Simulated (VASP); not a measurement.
# WS2 in VASP: relaxation of the atoms with PBE

Aim: the relaxation of the atoms of WS2 with PBE.

Program: VASP 6.6.1. These are calculated values, not measurements. Logs are shortened: lines on timing, memory, paths and dates and some standing lists are left out, and cuts for length are marked.

### 1 The cell of the first run

The cell holds a sheet with vacuum, 3 atoms: a = 3.153 Å, b = 3.153 Å, c = 21.140 Å, α = 90.00°, β = 90.00°, γ = 120.00°.

### 2 Relaxation of the atoms, PBE

Contents of INCAR:

```
ALGO     = Normal         # electronic algorithm
DIPOL    = 0.5 0.5 0.500
EDIFF    = 1E-6           # SCF threshold, eV
EDIFFG   = -0.003         # ionic threshold
ENCUT    = 520            # plane-wave cutoff, eV
GGA      = PE             # functional
IBRION   = 2              # ionic algorithm
IDIPOL   = 3            
ISIF     = 2              # what is computed and relaxed
ISMEAR   = 0              # smearing method
LASPH    = True           # aspherical terms in the spheres
LCHARG   = False          # write CHGCAR
LDIPOL   = True         
LREAL    = False          # projectors in reciprocal space
LWAVE    = False          # write WAVECAR
NELM     = 80             # most SCF steps
NSW      = 100            # ionic steps
PREC     = Accurate       # precision mode
SIGMA    = 0.02           # smearing width, eV
```

Contents of KPOINTS:

```
k-points
0
Gamma
  12 12 1
```

Contents of POSCAR:

```
WS2
1.0
    3.1530000000      0.0000000000      0.0000000000
   -1.5765000000      2.7305780981      0.0000000000
    0.0000000000      0.0000000000     21.1400000000
S W
2 1
Direct
    0.6666666667      0.3333333333      0.4257332072
    0.6666666667      0.3333333333      0.5742667928
    0.3333333333      0.6666666667      0.5000000000
```

Potentials or basis: VASP PAW PBE potentials, release 64 (S, W_sv).

Launch:

```console
> cat potpaw_PBE.64/S/POTCAR potpaw_PBE.64/W_sv/POTCAR > POTCAR
> mpirun -np 1 vasp_std > vasp.out
```

OUTCAR:

```text
EDIFF = 1E-6
   EDIFFG = -0.003
   ENCUT = 520
   GGA = PE
   IBRION = 2
   ISIF = 2
   ISMEAR = 0
   LASPH = True
   LREAL = False
   NELM = 80
   NSW = 100
   PREC = Accurate

 ion  position               nearest neighbor table
   1  0.667  0.333  0.426-   3 2.40   3 2.40   3 2.40
   2  0.667  0.333  0.574-   3 2.40   3 2.40   3 2.40
   3  0.333  0.667  0.500-   1 2.40   2 2.40   1 2.40   2 2.40   1 2.40   2 2.40

  LATTYP: Found a hexagonal cell.
 ALAT       =     3.1530000000
 C/A-ratio  =     6.7047256581

  Lattice vectors:

 A1 = (   3.1530000000,   0.0000000000,   0.0000000000)
 A2 = (  -1.5765000000,   2.7305780981,   0.0000000000)
 A3 = (   0.0000000000,   0.0000000000,  21.1400000000)

Analysis of symmetry for initial positions (statically):
=====================================================================
 Subroutine PRICEL returns:
 Original cell was already a primitive cell.

 Routine SETGRP: Setting up the symmetry group for a
 hexagonal supercell.

 Subroutine GETGRP returns: Found 12 space group operations
 (whereof 12 operations were pure point group operations)
 out of a pool of 24 trial point group operations.

The static configuration has the point symmetry D_3h.

Analysis of symmetry for dynamics (positions and initial velocities):
=====================================================================
 Subroutine PRICEL returns:
 Original cell was already a primitive cell.

 Routine SETGRP: Setting up the symmetry group for a
 hexagonal supercell.

 Subroutine GETGRP returns: Found 12 space group operations
 (whereof 12 operations were pure point group operations)
 out of a pool of 24 trial point group operations.

The dynamic configuration has the point symmetry D_3h.

 Subroutine INISYM returns: Found 12 space group operations
 (whereof 12 operations are pure point group operations),
 and found     1 'primitive' translations

----------------------------------------------------------------------------------------

                                     Primitive cell

  volume of cell :     182.0051

  direct lattice vectors                    reciprocal lattice vectors
     3.153000000  0.000000000  0.000000000     0.317158262  0.183111408  0.000000000
    -1.576500000  2.730578098  0.000000000     0.000000000  0.366222816  0.000000000
     0.000000000  0.000000000 21.140000000     0.000000000  0.000000000  0.047303690

  length of vectors
[... 106 lines left out ...]
   IVDW    =     0    specifies the selected vdW correction
   LEPSILON=     F    determine dielectric tensor
   LRPA    =     F    only Hartree local field effects (RPA)
 conjugate gradient relaxation of ions
 non-spin polarized calculation
 Gauss-broadening in eV      SIGMA  =   0.02
  energy-cutoff  :      520.00
  volume of cell :      182.01
 maximum number of plane-waves:      4938
 NGX is ok and might be reduce to    24
   NGX = 11   NGY = 11   NGZ = 79

--------------------------------------- Ionic step        1  -------------------------------------------

 number of electron      25.9999996 magnetization

 Free energy of the ion-electron system (eV)
  ---------------------------------------------------
  ext. energy  EPLUGINS =         0.00000000
  ---------------------------------------------------
  free energy    TOTEN  =       -23.65882927 eV

  energy without entropy =      -23.65882927  energy(sigma->0) =      -23.65882927

------------------------ aborting loop because EDIFF is reached ----------------------------------------

  FORCE on cell =-STRESS in cart. coord.  units (eV):
  Direction    XX          YY          ZZ          XY          YZ          ZX
  --------------------------------------------------------------------------------------
  -------------------------------------------------------------------------------------
  Total        1.3701730      1.3701730      0.8299353     -0.0000000      0.0000000     -0.0000000
  in kB       12.0615312     12.0615312      7.3058583     -0.0000000      0.0000000     -0.0000000
  external PRESSURE =      10.4763069 kB  Pullay stress =       0.0000000 kB
[... 18 lines left out ...]
  FREE ENERGIE OF THE ION-ELECTRON SYSTEM (eV)
  ---------------------------------------------------
  free  energy   TOTEN  =       -23.6588292709 eV

  energy  without entropy=      -23.6588292709  energy(sigma->0) =      -23.65882927

 dipolmoment           0.000000      0.000000      0.000000 electrons x Angstroem

--------------------------------------- Ionic step        2  -------------------------------------------

 number of electron      25.9999998 magnetization

------------------------ aborting loop because EDIFF is reached ----------------------------------------
[... 32 lines left out ...]
--------------------------------------- Ionic step        3  -------------------------------------------

 number of electron      25.9999998 magnetization

 dipolmoment           0.000000      0.000000     -0.000000 electrons x Angstroem

 Free energy of the ion-electron system (eV)
  ---------------------------------------------------
  ext. energy  EPLUGINS =         0.00000000
  ---------------------------------------------------
  free energy    TOTEN  =       -23.66252529 eV

  energy without entropy =      -23.66252529  energy(sigma->0) =      -23.66252529

 E-fermi :  -1.8388     XC(G=0):  -3.7071

 val. band max:       -1.9855492005   @ k =   0.3333   0.3333   0.0000
 cond. band min:      -0.0249061341   @ k =   0.1667   0.1667   0.0000
 fundamental gap:      1.9606430664
 Fermi energy:        -1.8387853935

 k-point     1 :       0.0000    0.0000    0.0000
  band No.  band energies     occupation
      1     -75.9970      2.00000
      2     -40.2507      2.00000
      3     -40.0684      2.00000
      4     -40.0684      2.00000
      5     -16.8124      2.00000
      6     -15.2115      2.00000
[... 359 lines left out ...]
      6     -14.2206      2.00000
[... 9 lines left out ...]
     16       2.0710      0.00000
     17       3.6716      0.00000

------------------------ aborting loop because EDIFF is reached ----------------------------------------

 vacuum level on the upper side and lower side of the slab       (xc-potential included)        -0.011        -0.011

  FORCE on cell =-STRESS in cart. coord.  units (eV):
  Direction    XX          YY          ZZ          XY          YZ          ZX
  --------------------------------------------------------------------------------------
  -------------------------------------------------------------------------------------
  Total        1.0552018      1.0552018     -0.0249728     -0.0000000      0.0000000      0.0000000
  in kB        9.2888626      9.2888626     -0.2198336     -0.0000000      0.0000000      0.0000000
  external PRESSURE =       6.1192972 kB  Pullay stress =       0.0000000 kB
[... 18 lines left out ...]
  FREE ENERGIE OF THE ION-ELECTRON SYSTEM (eV)
  ---------------------------------------------------
  free  energy   TOTEN  =       -23.6625252858 eV

  energy  without entropy=      -23.6625252858  energy(sigma->0) =      -23.66252529

 reached required accuracy - stopping structural energy minimisation

 vacuum level on the upper side and lower side of the slab         3.646         3.646
```

It took 3.9 min on 1 thread of Intel Xeon 8259CL, shared host; peak memory 0.33 GiB.

Results:

```yaml
Free_energy: -23.6625 eV
Energy_gained_by_relaxing: 1.2 meV/atom
Ionic_steps: 3
Band_gap_on_the_k_mesh: 1.96 eV (least direct gap 1.97 eV)
```

Step by step:
| step | energy change (eV) | largest force (eV/Å) | pressure (GPa) |
| --- | --- | --- | --- |
| 1 | 0.0000 | 0.2734 | 1.05 |
| 2 | -0.0037 | 0.0090 | 0.63 |
| 3 | -0.0037 | 0.0000 | 0.61 |

Final structure:
```cif
data_structure
_symmetry_space_group_name_H-M 'P 1'
_symmetry_Int_Tables_number 1
_cell_length_a 3.1530
_cell_length_b 3.1530
_cell_length_c 21.1400
_cell_angle_alpha 90.000
_cell_angle_beta 90.000
_cell_angle_gamma 120.000
_cell_volume 182.01
loop_
_atom_site_label
_atom_site_type_symbol
_atom_site_fract_x
_atom_site_fract_y
_atom_site_fract_z
_atom_site_occupancy
S1 S 0.66667 0.33333 0.42509 1
S2 S 0.66667 0.33333 0.57491 1
W1 W 0.33333 0.66667 0.50000 1
```

Levels at points of the mesh, in eV from the valence-band top:
```csv
k point,band 11,band 12,band 13,band 14,band 15,band 16
"(0.00, 0.00, 0.00)",-1.53,-1.53,-0.19,2.94,2.94,3.05
"(0.50, 0.00, 0.00)",-2.25,-1.19,-0.97,2.98,3.37,4.05
```

Caveat: spin-orbit coupling is left out, which moves the levels of the heavy elements.
